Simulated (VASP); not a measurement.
# MgO (Fm-3m) in VASP: notebook, part 2 of 2

VASP 6.6.1. The steps go on from the part before.

### Step 4. Vibrations by perturbation theory, PBEsol

This run uses another cell than the first one, of 9.03 Å³/atom, 0.989 times its volume.

INCAR

```
SYSTEM = MgO
PREC = Accurate
ENCUT = 520
EDIFF = 1E-8
ISMEAR = 0
SIGMA = 0.01
LREAL = .False.
LASPH = .True.
NELM = 100
ALGO = Normal
ISIF = 2
LWAVE = .False.
LCHARG = .False.
GGA = PS
NBANDS = 11
IBRION = 8
NSW = 1
LEPSILON = .True.
```

KPOINTS

```
Automatic mesh
0
Gamma
  10 10 10
  0 0 0
```

POSCAR

```
MgO
1.0
    0.0000000000      2.0823678584      2.0823678584
    2.0823678584      0.0000000000      2.0823678584
    2.0823678584      2.0823678584      0.0000000000
Mg O
1 1
Direct
    0.0000000000      0.0000000000      0.0000000000
    0.5000000000      0.5000000000      0.5000000000
```

Potentials or basis: VASP PAW PBE potentials, release 64 (Mg, O).

Started as:

```bash
cat potpaw_PBE.64/Mg/POTCAR potpaw_PBE.64/O/POTCAR > POTCAR
mpirun -np 1 vasp_std > vasp.out
```

OUTCAR:

```text
SYSTEM = MgO
   PREC = Accurate
   ENCUT = 520
   EDIFF = 1E-8
   ISMEAR = 0
   LREAL = .False.
   LASPH = .True.
   NELM = 100
   ISIF = 2
   GGA = PS
   IBRION = 8
   NSW = 1
   LEPSILON = .True.

 ion  position               nearest neighbor table
   1  0.000  0.000  0.000-   2 2.08   2 2.08   2 2.08   2 2.08   2 2.08   2 2.08
   2  0.500  0.500  0.500-   1 2.08   1 2.08   1 2.08   1 2.08   1 2.08   1 2.08

  LATTYP: Found a face centered cubic cell.
 ALAT       =     4.1647357168

  Lattice vectors:

 A1 = (   0.0000000000,   2.0823678584,   2.0823678584)
 A2 = (   2.0823678584,   0.0000000000,   2.0823678584)
 A3 = (   2.0823678584,   2.0823678584,   0.0000000000)

Analysis of symmetry for initial positions (statically):
=====================================================================
 Subroutine PRICEL returns:
 Original cell was already a primitive cell.

 Routine SETGRP: Setting up the symmetry group for a
 face centered cubic supercell.

 Subroutine GETGRP returns: Found 48 space group operations
 (whereof 48 operations were pure point group operations)
 out of a pool of 48 trial point group operations.

The static configuration has the point symmetry O_h .

Analysis of symmetry for dynamics (positions and initial velocities):
=====================================================================
 Subroutine PRICEL returns:
 Original cell was already a primitive cell.

 Routine SETGRP: Setting up the symmetry group for a
 face centered cubic supercell.
[... 595 lines left out ...]

 PIEZOELECTRIC TENSOR (including local field effects)  for field in x, y, z        (C/m^2)
          XX          YY          ZZ          XY          YZ          ZX
  --------------------------------------------------------------------------------
  x     0.00000     0.00000     0.00000     0.00000     0.00000     0.00000
  y     0.00000     0.00000     0.00000     0.00000     0.00000     0.00000
  z     0.00000     0.00000     0.00000     0.00000     0.00000     0.00000

 BORN EFFECTIVE CHARGES (including local field effects) (in |e|, cummulative output)
 ---------------------------------------------------------------------------------
 ion    1
    1     1.95193    -0.00000    -0.00000
    2    -0.00000     1.95193     0.00000
    3     0.00000    -0.00000     1.95193
 ion    2
    1    -1.95193     0.00000     0.00000
    2     0.00000    -1.95193     0.00000
    3     0.00000     0.00000    -1.95193

 INTERNAL STRAIN TENSOR FOR ION    2 for displacements in x,y,z  (eV/Angst):
          X           Y           Z          XY          YZ          ZX
  --------------------------------------------------------------------------------
  x     0.00000     0.00000     0.00000     0.00000     0.00000     0.00000
  y     0.00000     0.00000     0.00000     0.00000     0.00000     0.00000
  z     0.00000     0.00000     0.00000     0.00000     0.00000     0.00000

 SECOND DERIVATIVES (NOT SYMMETRIZED)
 ------------------------------------
               1X          1Y          1Z          2X          2Y          2Z
  1X    -6.356483    0.000000    0.000000    6.356483    0.000000    0.000000
  1Y     0.000000   -6.356483    0.000000    0.000000    6.356483    0.000000
  1Z     0.000000    0.000000   -6.356483    0.000000    0.000000    6.356483
  2X     6.364405    0.000000    0.000000   -6.364405    0.000000    0.000000
  2Y     0.000000    6.364405    0.000000    0.000000   -6.364405    0.000000
  2Z     0.000000    0.000000    6.364405    0.000000    0.000000   -6.364405

 Eigenvectors and eigenvalues of the dynamical matrix
 ----------------------------------------------------

   1 f  =   12.693868 THz    79.757924 2PiTHz  423.421854 cm-1    52.497595 meV
             X         Y         Z           dx          dy          dz
      0.000000  0.000000  0.000000     0.000000    0.000000   -0.629821
      2.082368  2.082368  2.082368     0.000000   -0.000000    0.776740
[... 21 lines left out ...]
   6 f/i=    0.003867 THz     0.024298 2PiTHz    0.128993 cm-1     0.015993 meV
             X         Y         Z           dx          dy          dz
      0.000000  0.000000  0.000000     0.772868   -0.077337   -0.004393
      2.082368  2.082368  2.082368     0.626682   -0.062709   -0.003562

--------------------------------------------------------------------------------------------------------

 MACROSCOPIC STATIC DIELECTRIC TENSOR IONIC CONTRIBUTION
 ------------------------------------------------------
           6.002148    -0.000000    -0.000000
          -0.000000     6.002148    -0.000000
          -0.000000    -0.000000     6.002148
 ------------------------------------------------------

 ELASTIC MODULI CONTR FROM IONIC RELAXATION (kBar)
 Direction    XX          YY          ZZ          XY          YZ          ZX
 --------------------------------------------------------------------------------
 XX           0.0000      0.0000      0.0000      0.0000      0.0000      0.0000
 YY           0.0000      0.0000      0.0000      0.0000      0.0000      0.0000
 ZZ           0.0000      0.0000      0.0000      0.0000      0.0000      0.0000
 XY           0.0000      0.0000      0.0000      0.0000      0.0000      0.0000
 YZ           0.0000      0.0000      0.0000      0.0000      0.0000      0.0000
 ZX           0.0000      0.0000      0.0000      0.0000      0.0000      0.0000
 --------------------------------------------------------------------------------

 PIEZOELECTRIC TENSOR IONIC CONTR  for field in x, y, z        (C/m^2)
          XX          YY          ZZ          XY          YZ          ZX
  --------------------------------------------------------------------------------
  x     0.00000     0.00000     0.00000     0.00000     0.00000     0.00000
  y     0.00000     0.00000     0.00000     0.00000     0.00000     0.00000
  z     0.00000     0.00000     0.00000     0.00000     0.00000     0.00000
```

OSZICAR:

```text
N       E                     dE             d eps       ncg     rms          rms(c)
DAV:   1     0.145958745255E+02    0.14596E+02   -0.46788E+03  1186   0.649E+02
DAV:   2    -0.132899809253E+02   -0.27886E+02   -0.26689E+02  1177   0.138E+02
[... 125 lines left out ...]
RMM:   6    -0.357450730766E+00    0.21421E-05   -0.55217E-08  3849   0.175E-03    0.905E-04
RMM:   7    -0.357442280033E+00    0.84507E-05   -0.60087E-09  3836   0.710E-04    0.857E-05
RMM:   8    -0.357442212887E+00    0.67146E-07   -0.18577E-10  3846   0.585E-05    0.259E-05
RMM:   9    -0.357442253088E+00   -0.40202E-07   -0.16446E-10  3935   0.351E-05    0.202E-06
RMM:  10    -0.357442241799E+00    0.11290E-07   -0.15074E-10  3406   0.688E-06    0.694E-07
RMM:  11    -0.357442243079E+00   -0.12802E-08   -0.14550E-10  2518   0.612E-06    0.488E-08
 Linear response finished
```

Wall time 3.5 min (1 thread of Intel Xeon 8259CL, shared host); peak memory 0.2 GiB.

What came out:

```
Electronic dielectric tensor (diagonal)                 : 3.13
Born charges (mean of the diagonal)                     : Mg +1.95; O -1.95 e
Highest phonon frequency at Γ, LO-TO splitting left out : 423 cm⁻¹
```

Phonon frequencies in cm⁻¹ (negative: imaginary):
```tsv
q point	frequencies
(0.000, 0.000, 0.000)	0 0 0 423 423 423
```

Electronic dielectric tensor:
```
3.13 0.00 0.00
0.00 3.13 0.00
0.00 0.00 3.13
```

Born effective charge tensors (e):
atom 1, Mg
```
1.95 0.00 0.00
0.00 1.95 0.00
0.00 0.00 1.95
```
atom 2, O
```
-1.95  0.00  0.00
 0.00 -1.95  0.00
 0.00  0.00 -1.95
```

Caveat: the cell wasn't relaxed at this level first, which shifts response properties; the PAW data sets were made with another functional, which shifts forces and pressure a little.
